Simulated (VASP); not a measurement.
# Mg3Sn2N2 (P-3m1) in VASP: notebook

Mg3Sn2N2 is run at these levels: PBE; tasks: single point, relaxation of cell and atoms.

All numbers are computed with VASP 6.6.1; they aren't measurements. Logs are shortened: lines on timing, memory, paths and dates and some standing lists are left out, and cuts for length are marked.

## 1. The cell of the first run

Symmetry: P-3m1, No. 164, trigonal system. The conventional cell has a = 3.321 Å, b = 3.321 Å, c = 12.619 Å, α = 90.00°, β = 90.00°, γ = 120.00°. Mg (site symmetry -3m) has 6 N at 2.34 Å and 6 Mg at 2.83 Å within 3.1 Å. Within 2.7 Å of Mg (site symmetry 3m) lie 3 N at 2.05 Å. Within 4.4 Å of Sn (site symmetry 3m) lie 9 Sn at 3.32 to 3.45 Å and 3 Mg at 3.39 Å and 1 N at 3.53 Å. Within 2.7 Å of N (site symmetry 3m) lie 6 Mg at 2.05 to 2.34 Å.

## 2. Single point, PBE

Contents of INCAR:

```
SYSTEM = Mg3Sn2N2
PREC     = Accurate       ! precision mode
ENCUT    = 520            ! plane-wave cutoff, eV
EDIFF    = 1E-6           ! SCF threshold, eV
ISMEAR   = 0              ! smearing method
SIGMA    = 0.1            ! smearing width, eV
LREAL    = .False.        ! projectors in reciprocal space
LASPH    = .True.         ! aspherical terms in the spheres
NELM     = 60             ! most SCF steps
ALGO     = Normal         ! electronic algorithm
ISIF     = 2              ! what is computed and relaxed
LWAVE    = .False.        ! write WAVECAR
LCHARG   = .False.        ! write CHGCAR
GGA      = PE             ! functional
NBANDS   = 31             ! bands
```

Contents of KPOINTS:

```
regular mesh
0
Gamma
  12 12 4
  0 0 0
```

Contents of POSCAR:

```
Mg3Sn2N2
1.0
    3.3212641102      0.0000000000      0.0000000000
   -1.6606320551      2.8762990921      0.0000000000
    0.0000000000      0.0000000000     12.6187433343
Mg Sn N
3 2 2
Direct
    0.0000000000      0.0000000000      0.0000000000
    0.6666666667      0.3333333333      0.1649853428
    0.3333333333      0.6666666667      0.8350146572
    0.3333333333      0.6666666667      0.3863216192
    0.6666666667      0.3333333333      0.6136783808
    0.3333333333      0.6666666667      0.1065673651
    0.6666666667      0.3333333333      0.8934326349
```

Potentials or basis: VASP PAW PBE potentials, release 64 (Mg, Sn_d, N).

Launch:

```
cat potpaw_PBE.64/Mg/POTCAR potpaw_PBE.64/Sn_d/POTCAR potpaw_PBE.64/N/POTCAR > POTCAR
mpirun -np 1 vasp_std > vasp.out
```

OUTCAR:

```text
SYSTEM = Mg3Sn2N2
   PREC = Accurate
   ENCUT = 520
   EDIFF = 1E-6
   ISMEAR = 0
   LREAL = .False.
   LASPH = .True.
   NELM = 60
   ISIF = 2
   GGA = PE

 ion  position               nearest neighbor table
   1  0.000  0.000  0.000-   6 2.34   7 2.34   6 2.34   7 2.34   7 2.34   6 2.34   2 2.83   3 2.83
                             3 2.83   2 2.83   3 2.83   2 2.83
   2  0.667  0.333  0.165-   6 2.05   6 2.05   6 2.05   1 2.83   1 2.83   1 2.83   4 3.39   4 3.39
                             4 3.39
   3  0.333  0.667  0.835-   7 2.05   7 2.05   7 2.05   1 2.83   1 2.83   1 2.83   5 3.39   5 3.39
                             5 3.39
   4  0.333  0.667  0.386-   2 3.39   2 3.39   2 3.39   5 3.45   5 3.45   5 3.45
   5  0.667  0.333  0.614-   3 3.39   3 3.39   3 3.39   4 3.45   4 3.45   4 3.45
   6  0.333  0.667  0.107-   2 2.05   2 2.05   2 2.05   1 2.34   1 2.34   1 2.34
   7  0.667  0.333  0.893-   3 2.05   3 2.05   3 2.05   1 2.34   1 2.34   1 2.34

  LATTYP: Found a hexagonal cell.
 ALAT       =     3.3212641102
 C/A-ratio  =     3.7993796686

  Lattice vectors:

 A1 = (   3.3212641102,   0.0000000000,   0.0000000000)
 A2 = (  -1.6606320551,   2.8762990921,   0.0000000000)
 A3 = (   0.0000000000,   0.0000000000,  12.6187433343)

Analysis of symmetry for initial positions (statically):
=====================================================================
 Subroutine PRICEL returns:
 Original cell was already a primitive cell.

 Routine SETGRP: Setting up the symmetry group for a
 hexagonal supercell.

 Subroutine GETGRP returns: Found 12 space group operations
 (whereof 12 operations were pure point group operations)
 out of a pool of 24 trial point group operations.

The static configuration has the point symmetry D_3d.

Analysis of symmetry for dynamics (positions and initial velocities):
=====================================================================
 Subroutine PRICEL returns:
 Original cell was already a primitive cell.

 Routine SETGRP: Setting up the symmetry group for a
 hexagonal supercell.

 Subroutine GETGRP returns: Found 12 space group operations
 (whereof 12 operations were pure point group operations)
 out of a pool of 24 trial point group operations.

The dynamic configuration has the point symmetry D_3d.

 Subroutine INISYM returns: Found 12 space group operations
 (whereof 12 operations are pure point group operations),
 and found     1 'primitive' translations

----------------------------------------------------------------------------------------

                                     Primitive cell

  volume of cell :     120.5462

[... 106 lines left out ...]
   POTIM  = 0.5000    time-step for ionic-motion
   TEBEG  =    0.0;   TEEND  =   0.0 temperature during run
   PSTRESS=    0.0 pullay stress
   NELECT =      44.0000    total number of electrons
   NUPDOWN=      -1.0000    fix difference up-down
   EMIN   =  10.00;   EMAX   =-10.00  energy-range for DOS
   EFERMI =   0.00;   METHOD = LEGACY
   ISMEAR =     0;   SIGMA  =   0.10  broadening in eV -4-tet -1-fermi 0-gaus
   EFERMI_NEDOS =   21; number of points for ismear=-14 and -15
   IALGO  =     38    algorithm
   IMIX   =      4    mixing-type and parameters
     AMIX     =   0.40;   BMIX     =  1.00
     AMIX_MAG =   1.60;   BMIX_MAG =  1.00
  volume/ion in A,a.u.               =      17.22       116.21
  Fermi-wavevector in a.u.,A,eV,Ry     =   1.169969  2.210922 18.624044  1.368829
  Thomas-Fermi vector in A             =   2.306435
   LORBIT       =      0    0 simple, 1 ext, 2 COOP (PROOUT), +10 PAW based schemes
   GGA     = PE    functional components
   LHFCALC =     F    Hartree Fock is set to
   AEXX    =    0.0000 exact exchange contribution
   IVDW    =     0    specifies the selected vdW correction
   LEPSILON=     F    determine dielectric tensor
   LRPA    =     F    only Hartree local field effects (RPA)
 non-spin polarized calculation
 Gauss-broadening in eV      SIGMA  =   0.10
  energy-cutoff  :      520.00
  volume of cell :      120.55
 maximum number of plane-waves:      3288
 NGX is ok and might be reduce to    28
   NGX = 13   NGY = 13   NGZ = 47

 number of electron      43.9999997 magnetization

 Free energy of the ion-electron system (eV)
  ---------------------------------------------------
  ext. energy  EPLUGINS =         0.00000000
  ---------------------------------------------------
  free energy    TOTEN  =       -31.46197121 eV

  energy without entropy =      -31.44596678  energy(sigma->0) =      -31.45396900

 E-fermi :   5.2445     XC(G=0): -10.0139

 val. band max:        5.2444405567   @ k =   0.4167   0.0000   0.0000
 cond. band min:       5.2543008967   @ k =   0.3333   0.2500   0.0000
 fundamental gap:      0.0098603400
 Fermi energy:         5.2445022495

 k-point     1 :       0.0000    0.0000    0.0000
  band No.  band energies     occupation
      1     -16.3397      2.00000
      2     -16.3321      2.00000
      3     -16.3179      2.00000
      4     -16.3179      2.00000
      5     -16.3141      2.00000
      6     -16.3141      2.00000
[... 805 lines left out ...]
     30      12.9026      0.00000
     31      13.4657      0.00000

 [... further k-points ...]

------------------------ aborting loop because EDIFF is reached ----------------------------------------

  FORCE on cell =-STRESS in cart. coord.  units (eV):
  Direction    XX          YY          ZZ          XY          YZ          ZX
  --------------------------------------------------------------------------------------
  -------------------------------------------------------------------------------------
  Total       -0.1190320     -0.1190320     -0.1791416      0.0000000      0.0000000      0.0000000
  in kB       -1.5820519     -1.5820519     -2.3809671      0.0000000      0.0000000      0.0000000
  external PRESSURE =      -1.8483569 kB  Pullay stress =       0.0000000 kB

 VOLUME and BASIS-vectors are now :
 -----------------------------------------------------------------------------
  energy-cutoff  :      520.00
  volume of cell :      120.55
      direct lattice vectors                 reciprocal lattice vectors
     3.321264110  0.000000000  0.000000000     0.301090177  0.173834495  0.000000000
    -1.660632055  2.876299092  0.000000000     0.000000000  0.347668990  0.000000000
     0.000000000  0.000000000 12.618743334     0.000000000  0.000000000  0.079247194

 POSITION                                       TOTAL-FORCE (eV/Angst)
 -----------------------------------------------------------------------------------
      0.00000      0.00000      0.00000         0.000000      0.000000      0.000000
      1.66063      0.95877      2.08191         0.000000     -0.000000     -0.020069
     -0.00000      1.91753     10.53684        -0.000000      0.000000      0.020069
     -0.00000      1.91753      4.87489        -0.000000      0.000000     -0.008652
      1.66063      0.95877      7.74385         0.000000     -0.000000      0.008652
     -0.00000      1.91753      1.34475         0.000000      0.000000     -0.008014
      1.66063      0.95877     11.27400        -0.000000     -0.000000      0.008014
 -----------------------------------------------------------------------------------
    total drift:                                0.000000      0.000000     -0.000000

  FREE ENERGIE OF THE ION-ELECTRON SYSTEM (eV)
  ---------------------------------------------------
  free  energy   TOTEN  =       -31.4619712091 eV

  energy  without entropy=      -31.4459667826  energy(sigma->0) =      -31.45396900
```

OSZICAR:

```text
N       E                     dE             d eps       ncg     rms          rms(c)
DAV:   1     0.406904558781E+03    0.40690E+03   -0.20583E+04  4469   0.174E+03
DAV:   2     0.262769968937E+02   -0.38063E+03   -0.36205E+03  4474   0.488E+02
DAV:   3    -0.359309734345E+02   -0.62208E+02   -0.60873E+02  5274   0.163E+02
DAV:   4    -0.393476383319E+02   -0.34167E+01   -0.33993E+01  5120   0.412E+01
[... 10 lines left out ...]
DAV:  15    -0.314619827630E+02    0.28252E-04   -0.14022E-04  5288   0.368E-02    0.244E-02
DAV:  16    -0.314619761128E+02    0.66502E-05   -0.48378E-05  4426   0.270E-02    0.108E-02
DAV:  17    -0.314619743357E+02    0.17770E-05   -0.46023E-06  4587   0.117E-02    0.624E-03
DAV:  18    -0.314619713158E+02    0.30200E-05   -0.81774E-06  4671   0.103E-02    0.262E-03
DAV:  19    -0.314619712091E+02    0.10665E-06   -0.56720E-07  2937   0.355E-03
   1 F= -.31461971E+02 E0= -.31453969E+02  d E =-.160044E-01
```

Run time: 3.8 min. Hardware: 1 thread of Intel Xeon 6975P-C (Granite Rapids), shared host; peak memory 0.41 GiB.

What came out:

```
Free energy            : -31.4620 eV
Pressure               : -0.2 GPa
Largest force          : 0.020 eV/Å
Band gap on the k mesh : zero (bands 22 and 23 overlap by 2.41 eV)
```

Forces in eV/Å, atoms in the order of the input:
```
Mg   0.000  0.000  0.000
Mg   0.000  0.000 -0.020
Mg   0.000  0.000  0.020
Sn   0.000  0.000 -0.009
Sn   0.000  0.000  0.009
N    0.000  0.000 -0.008
N    0.000  0.000  0.008
```

Caveat: spin-orbit coupling is left out, which moves the levels of the heavy elements.

(Continued in part 2 of 2.)
